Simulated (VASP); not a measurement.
Runs of VASP 6.6.1 on InP. The structure is that of space group F-43m (No. 216), or close to it. The cells are those of the table. 

```csv
task,spin,cell,k mesh,cutoff (eV),smearing,gap on the mesh (eV),pressure (GPa),moment (μB)
single point,"non-collinear, zero start, SOC","a = 4.074, b = 4.074, c = 4.162 Å, angles 60.7, 60.7, 90.0°, 2 atoms",8 × 8 × 8,520,fermi-dirac 0.01 eV,-,(a),0.00
single point,"non-collinear, zero start, SOC","a = 4.157 Å, angles 60.0, 60.0, 90.0°, 2 atoms",8 × 8 × 8,520,fermi-dirac 0.01 eV,-,-0.1,0.00
relaxation of cell and atoms,off,"relaxed from a = 4.144 Å, angles 60.0, 60.0, 90.0°, 2 atoms",12 × 12 × 12,600,fermi-dirac 0.08 eV,0.57,0.0,-
single point,off,"a = 4.157 Å, angles 60.0, 60.0, 90.0°, 2 atoms",12 × 12 × 12,520,fermi-dirac 0.08 eV,0.57,0.0,-
```

Alike in all rows: level PBEsol; potentials or basis VASP PAW PBE potentials, release 64 (In_d, P).

Estimate the missing entries.

(a) 1.2.

Caveats: the PAW data sets were made with another functional, which shifts forces and pressure a little; semilocal functionals underestimate gaps, and a narrow one can read as zero (at least some runs); spin-orbit coupling is left out, which moves the levels of the heavy elements (at least some runs).

A k mesh can miss the band edges, and rows without SOC leave out spin-orbit coupling on In.
